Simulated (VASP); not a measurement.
# Pd (R-3m) in VASP: single point with PBE

Aim: the single point of Pd with PBE.

All numbers are computed with VASP 6.6.1; they aren't measurements. Logs are shortened: lines on timing, memory, paths and dates and some standing lists are left out, and cuts for length are marked.

## (1) The cell of the first run

The typed cell holds 3 atoms: a = 2.787 Å, b = 2.787 Å, c = 6.830 Å, α = 90.00°, β = 90.00°, γ = 120.00°.

## (2) Single point, PBE

Input file INCAR:

```
SYSTEM = Pd
PREC = Accurate
ENCUT = 520
EDIFF = 1E-6
ISMEAR = 0
SIGMA = 0.1
LREAL = .False.
LASPH = .True.
NELM = 80
ALGO = Fast
ISIF = 2
LWAVE = .False.
LCHARG = .False.
GGA = PE
NBANDS = 22
```

Input file KPOINTS:

```
regular mesh
0
Gamma
  18 18 7
  0 0 0
```

Input file POSCAR:

```
Pd
1.0
    2.7873852038      0.0000000000      0.0000000000
   -1.3936926019      2.4139463966      0.0000000000
    0.0000000000      0.0000000000      6.8300973328
Pd
3
Direct
    0.0000000000      0.0000000000      0.0000000000
    0.3333333333      0.6666666667      0.3333333333
    0.6666666667      0.3333333333      0.6666666667
```

Potentials or basis: VASP PAW PBE potentials, release 64 (Pd).

On the command line:

```console
$ cat potpaw_PBE.64/Pd/POTCAR > POTCAR
$ mpirun -np 1 vasp_std > vasp.out
```

OUTCAR:

```text
SYSTEM = Pd
   PREC = Accurate
   ENCUT = 520
   EDIFF = 1E-6
   ISMEAR = 0
   LREAL = .False.
   LASPH = .True.
   NELM = 80
   ISIF = 2
   GGA = PE

 ion  position               nearest neighbor table
   1  0.000  0.000  0.000-   2 2.79   3 2.79   2 2.79   3 2.79   3 2.79   2 2.79
   2  0.333  0.667  0.333-   1 2.79   1 2.79   1 2.79   3 2.79   3 2.79   3 2.79
   3  0.667  0.333  0.667-   1 2.79   1 2.79   1 2.79   2 2.79   2 2.79   2 2.79

  LATTYP: Found a hexagonal cell.
 ALAT       =     2.7873852038
 C/A-ratio  =     2.4503600448

  Lattice vectors:

 A1 = (   2.7873852038,   0.0000000000,   0.0000000000)
 A2 = (  -1.3936926019,   2.4139463966,   0.0000000000)
 A3 = (   0.0000000000,   0.0000000000,   6.8300973328)

Analysis of symmetry for initial positions (statically):
=====================================================================
 Subroutine PRICEL returns following result:

  LATTYP: Found a trigonal (rhomboedric) cell.
 ALAT       =     2.7880454800
 COS(alpha) =     0.5002367960

  Lattice vectors:

 A1 = (   1.3936926018,  -0.8046487988,   2.2766991107)
 A2 = (  -0.0000000001,   1.6092975978,   2.2766991107)
 A3 = (  -1.3936926016,  -0.8046487990,   2.2766991114)

   3 primitive cells build up your supercell.

 Routine SETGRP: Setting up the symmetry group for a
 hexagonal supercell.

 Subroutine GETGRP returns: Found 12 space group operations
 (whereof 12 operations were pure point group operations)
 out of a pool of 24 trial point group operations.

The static configuration has the point symmetry D_3d.

Analysis of symmetry for dynamics (positions and initial velocities):
=====================================================================
 Subroutine PRICEL returns following result:

  LATTYP: Found a trigonal (rhomboedric) cell.
 ALAT       =     2.7880454800
 COS(alpha) =     0.5002367960

  Lattice vectors:

 A1 = (   1.3936926018,  -0.8046487988,   2.2766991107)
 A2 = (  -0.0000000001,   1.6092975978,   2.2766991107)
 A3 = (  -1.3936926016,  -0.8046487990,   2.2766991114)

   3 primitive cells build up your supercell.

 Routine SETGRP: Setting up the symmetry group for a
 hexagonal supercell.

 Subroutine GETGRP returns: Found 12 space group operations
 (whereof 12 operations were pure point group operations)
 out of a pool of 24 trial point group operations.

The dynamic configuration has the point symmetry D_3d.

 Subroutine INISYM returns: Found 12 space group operations
 (whereof 12 operations are pure point group operations),
 and found     3 'primitive' translations

----------------------------------------------------------------------------------------

                                     Primitive cell

  volume of cell :      15.3190

  direct lattice vectors                    reciprocal lattice vectors
     1.393692602 -0.804648799  2.276699111     0.358759169 -0.207129703  0.146410798
    -0.000000000  1.609297598  2.276699111     0.000000000  0.414259406  0.146410798
    -1.393692602 -0.804648799  2.276699111    -0.358759169 -0.207129703  0.146410798

  length of vectors
     2.788045480  2.788045480  2.788045481     0.439371115  0.439371115  0.439371115

  position of ions in fractional coordinates (direct lattice)
     0.000000000  0.000000000  0.000000000

  ion indices of the primitive-cell ions
   primitive index   ion index
                 1           1

----------------------------------------------------------------------------------------

 KPOINTS: regular mesh

Automatic generation of k-mesh.
 Grid dimensions read from file:
 generate k-points for:   18   18    7

 Generating k-lattice:

  Cartesian coordinates                     Fractional coordinates (reciprocal lattice)
     0.019931065  0.011507206  0.000000000     0.055555556 -0.000000000  0.000000000
     0.000000000  0.023014411  0.000000000     0.000000000  0.055555556  0.000000000
     0.000000000  0.000000000  0.020915828     0.000000000  0.000000000  0.142857143

  Length of vectors
     0.023014411  0.023014411  0.020915828

  Shift w.r.t. Gamma in fractional coordinates (k-lattice)
     0.000000000  0.000000000  0.000000000

 Subroutine IBZKPT returns following result:
 ===========================================

 Found    229 irreducible k-points:

 Following reciprocal coordinates:
            Coordinates               Weight
  0.000000  0.000000  0.000000      1.000000
  0.055556  0.000000  0.000000      6.000000
  0.111111  0.000000  0.000000      6.000000
  0.166667 -0.000000  0.000000      6.000000
  0.222222  0.000000  0.000000      6.000000
  0.277778  0.000000  0.000000      6.000000
[... 16 lines left out ...]
  0.333333  0.111111  0.000000     12.000000
  0.388889  0.111111  0.000000     12.000000
 [... further k-points ...]
   k-points           NKPTS =    229   k-points in BZ     NKDIM =    229   number of bands    NBANDS=     22
   number of dos      NEDOS =    301   number of ions     NIONS =      3
   total plane-waves  NPLWV =  31104
   dimension x,y,z NGX =    24 NGY =   24 NGZ =   54
   dimension x,y,z NGXF=    48 NGYF=   48 NGZF=  108
   ions per type =               3
   NGX,Y,Z   is equivalent  to a cutoff of  14.31, 14.31, 13.14 a.u.
   NGXF,Y,Z  is equivalent  to a cutoff of  28.63, 28.63, 26.29 a.u.
 SYSTEM =  Pd
   PREC   = accura    normal or accurate (medium, high low for compatibility)
   ISTART =      0    job   : 0-new  1-cont  2-samecut
   ICHARG =      2    charge: 1-file 2-atom 10-const
   ISPIN  =      1    spin polarized calculation?
   LNONCOLLINEAR =      F non collinear calculations
   LSORBIT =      F    spin-orbit coupling
   LASPH  =      T    aspherical Exc in radial PAW
   ENCUT  =  520.0 eV  38.22 Ry    6.18 a.u.   5.18  5.18 12.70*2*pi/ulx,y,z
   NELM   =     80;   NELMIN=  2; NELMDL= -5     # of ELM steps
   EDIFF  = 0.1E-05   stopping-criterion for ELM
   LREAL  =      F    real-space projection
   EDIFFG = 0.1E-04   stopping-criterion for IOM
   NSW    =      0    number of steps for IOM
   IBRION =     -1    ionic relax: 0-MD 1-quasi-New 2-CG
   NFREE  =      0    steps in history (QN), initial steepest desc. (CG)
   ISIF   =      2    stress and relaxation
   ISYM   =      2    0-nonsym 1-usesym 2-fastsym
   POTIM  = 0.5000    time-step for ionic-motion
   TEBEG  =    0.0;   TEEND  =   0.0 temperature during run
   PSTRESS=    0.0 pullay stress
   NELECT =      30.0000    total number of electrons
   NUPDOWN=      -1.0000    fix difference up-down
   EMIN   =  10.00;   EMAX   =-10.00  energy-range for DOS
   EFERMI =   0.00;   METHOD = LEGACY
   ISMEAR =     0;   SIGMA  =   0.10  broadening in eV -4-tet -1-fermi 0-gaus
   EFERMI_NEDOS =   21; number of points for ismear=-14 and -15
   IALGO  =     68    algorithm
   IMIX   =      4    mixing-type and parameters
     AMIX     =   0.40;   BMIX     =  1.00
     AMIX_MAG =   1.60;   BMIX_MAG =  1.00
  volume/ion in A,a.u.               =      15.32       103.38
  Fermi-wavevector in a.u.,A,eV,Ry     =   1.420141  2.683677 27.440230  2.016800
  Thomas-Fermi vector in A             =   2.541087
   LORBIT       =      0    0 simple, 1 ext, 2 COOP (PROOUT), +10 PAW based schemes
   GGA     = PE    functional components
   LHFCALC =     F    Hartree Fock is set to
   AEXX    =    0.0000 exact exchange contribution
   IVDW    =     0    specifies the selected vdW correction
   LEPSILON=     F    determine dielectric tensor
   LRPA    =     F    only Hartree local field effects (RPA)
 non-spin polarized calculation
 RMM-DIIS sequential band-by-band and
 Gauss-broadening in eV      SIGMA  =   0.10
  energy-cutoff  :      520.00
  volume of cell :       45.96
 maximum number of plane-waves:      1256
 NGX is ok and might be reduce to    24
   NGX = 11   NGY = 11   NGZ = 25

 number of electron      30.0000001 magnetization

 Free energy of the ion-electron system (eV)
  ---------------------------------------------------
  ext. energy  EPLUGINS =         0.00000000
  ---------------------------------------------------
  free energy    TOTEN  =       -15.67293197 eV

  energy without entropy =      -15.63528855  energy(sigma->0) =      -15.65411026

 E-fermi :   9.1519     XC(G=0): -12.9499

 val. band max:        9.1516814547   @ k =   0.2778   0.0000   0.0000
 cond. band min:       9.1525986679   @ k =   0.0000   0.4444   0.4286
 fundamental gap:      0.0009172132
 Fermi energy:         9.1519106452

 k-point     1 :       0.0000    0.0000    0.0000
  band No.  band energies     occupation
      1       2.3067      2.00000
      2       4.2344      2.00000
      3       4.2344      2.00000
      4       6.4822      2.00000
      5       6.4857      2.00000
      6       6.4857      2.00000
[... 14 lines left out ...]
     21      26.3330      0.00000
     22      26.5695      0.00000

 k-point     2 :       0.0556    0.0000    0.0000
  band No.  band energies     occupation
      1       2.4036      2.00000
      2       4.3116      2.00000
      3       4.3170      2.00000
      4       6.4469      2.00000
      5       6.5164      2.00000
      6       6.5233      2.00000
[... 14 lines left out ...]
     21      26.4237      0.00000
     22      26.5878      0.00000

 k-point     3 :       0.1111    0.0000    0.0000
  band No.  band energies     occupation
      1       2.6861      2.00000
      2       4.5104      2.00000
      3       4.5616      2.00000
      4       6.3417      2.00000
      5       6.4649      2.00000
      6       6.4667      2.00000
[... 14 lines left out ...]
     21      26.0618      0.00000
     22      26.7006      0.00000

 k-point     4 :       0.1667   -0.0000    0.0000
  band No.  band energies     occupation
      1       3.1258      2.00000
      2       4.7265      2.00000
      3       4.9427      2.00000
      4       6.0232      2.00000
      5       6.2037      2.00000
      6       6.2252      2.00000
[... 14 lines left out ...]
     21      24.5737      0.00000
     22      26.5291      0.00000

 k-point     5 :       0.2222    0.0000    0.0000
  band No.  band energies     occupation
      1       3.6596      2.00000
      2       4.7992      2.00000
      3       5.3756      2.00000
      4       5.5049      2.00000
      5       5.9484      2.00000
      6       6.0916      2.00000
[... 14 lines left out ...]
     21      22.6312      0.00000
     22      25.3556      0.00000

 k-point     6 :       0.2778    0.0000    0.0000
  band No.  band energies     occupation
      1       4.1615      2.00000
      2       4.6877      2.00000
      3       5.0664      2.00000
      4       5.4370      2.00000
      5       5.9820      2.00000
      6       6.0990      2.00000
[... 14 lines left out ...]
     21      21.9029      0.00000
     22      23.6571      0.00000

 k-point     7 :       0.3333    0.0000    0.0000
  band No.  band energies     occupation
      1       4.4725      2.00000
      2       4.4820      2.00000
      3       4.7375      2.00000
      4       5.1888      2.00000
      5       5.9725      2.00000
      6       6.3065      2.00000
[... 324 lines left out ...]
      6       5.9937      2.00000
[... 14 lines left out ...]
     21      22.7253      0.00000
     22      23.8124      0.00000

 k-point    21 :       0.2222    0.1111    0.0000
  band No.  band energies     occupation
      1       4.4217      2.00000
      2       4.9509      2.00000
      3       5.1319      2.00000
      4       5.5199      2.00000
      5       5.8349      2.00000
      6       5.9390      2.00000
[... 14 lines left out ...]
     21      21.9995      0.00000
     22      22.8689      0.00000

 k-point    22 :       0.2778    0.1111    0.0000
  band No.  band energies     occupation
      1       4.6908      2.00000
      2       4.7452      2.00000
      3       4.8590      2.00000
      4       5.3056      2.00000
      5       5.7746      2.00000
      6       6.1218      2.00000
[... 14 lines left out ...]
     21      22.0697      0.00000
     22      22.0746      0.00000

 k-point    23 :       0.3333    0.1111    0.0000
  band No.  band energies     occupation
      1       4.4494      2.00000
      2       4.6774      2.00000
      3       4.8450      2.00000
      4       5.1236      2.00000
      5       5.7434      2.00000
      6       6.2936      2.00000
[... 14 lines left out ...]
     21      20.8448      0.00000
     22      21.5013      0.00000

 k-point    24 :       0.3889    0.1111    0.0000
  band No.  band energies     occupation
      1       4.2958      2.00000
      2       4.5635      2.00000
      3       4.8669      2.00000
      4       4.9870      2.00000
      5       5.7920      2.00000
      6       6.0888      2.00000
[... 14 lines left out ...]
     21      19.8730      0.00000
     22      20.9151      0.00000

 [... further k-points ...]
[... 5 lines left out ...]
  --------------------------------------------------------------------------------------
  -------------------------------------------------------------------------------------
  Total       -0.0606755     -0.0606755     -0.0521975      0.0000000     -0.0000000      0.0000000
  in kB       -2.1153017     -2.1153017     -1.8197364      0.0000000     -0.0000000      0.0000000
  external PRESSURE =      -2.0167799 kB  Pullay stress =       0.0000000 kB

 VOLUME and BASIS-vectors are now :
 -----------------------------------------------------------------------------
  energy-cutoff  :      520.00
  volume of cell :       45.96
      direct lattice vectors                 reciprocal lattice vectors
     2.787385204  0.000000000  0.000000000     0.358759169  0.207129703  0.000000000
    -1.393692602  2.413946397  0.000000000     0.000000000  0.414259406  0.000000000
     0.000000000  0.000000000  6.830097333     0.000000000  0.000000000  0.146410798

 POSITION                                       TOTAL-FORCE (eV/Angst)
 -----------------------------------------------------------------------------------
      0.00000      0.00000      0.00000        -0.000000     -0.000000     -0.000000
     -0.00000      1.60930      2.27670        -0.000000     -0.000000     -0.000000
      1.39369      0.80465      4.55340         0.000000      0.000000      0.000000
 -----------------------------------------------------------------------------------
    total drift:                               -0.000000      0.000000      0.000000

  FREE ENERGIE OF THE ION-ELECTRON SYSTEM (eV)
  ---------------------------------------------------
  free  energy   TOTEN  =       -15.6729319696 eV

  energy  without entropy=      -15.6352885545  energy(sigma->0) =      -15.65411026
```

It took 3.7 min on 1 thread of Intel Xeon 8259CL, shared host; peak memory 0.31 GiB.

Results:

```yaml
Free_energy: -15.6729 eV
Pressure: -0.2 GPa
Band_gap_on_the_k_mesh: zero (bands 15 and 16 overlap by 1.13 eV)
```
